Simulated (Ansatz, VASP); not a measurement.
One calculation of In2SiS5, two programs

```
CELL_PARAMETERS angstrom
0.00000 5.23803 5.23803
5.23803 0.00000 5.23803
5.23803 5.23803 0.00000
ATOMIC_POSITIONS crystal
In 0.00000 0.00000 0.00000
In 0.25000 0.25000 0.25000
Si 0.50000 0.50000 0.50000
S 0.75000 0.75000 0.75000
S 0.38379 0.38379 0.38379
S 0.38379 0.38379 0.84862
S 0.38379 0.84862 0.38379
S 0.84862 0.38379 0.38379
```

Alike in both runs: functional PBE; k mesh 2 × 2 × 2; occupations gaussian, width 0.15 eV; no spin polarisation.

Ansatz relaxed the structure, and its values are those at the end. VASP's run is a single point on that final structure, the one shown.

|  | VASP | Ansatz |
| --- | --- | --- |
| version | VASP 6.6.1 | Ansatz 0.2.0 |
| potentials or method | VASP PAW PBE potentials, release 64 (In_d, Si, S), cutoff 520 eV | scalar-relativistic, plane waves, PAW |
| valence electrons in the cell | 60 | 60 |

```tsv
	VASP	Ansatz	Ansatz less VASP
gap on the k mesh at the Fermi level (eV)	none	none	-
pressure (GPa)	0.0	0.0	+0.08
rms of the force components (eV/Å)	0.056	0.046	-0.0103
```

A gap of «none» marks a metal or a gap that the smearing closes.

The k mesh is coarse, so the values compare programs but aren't converged.
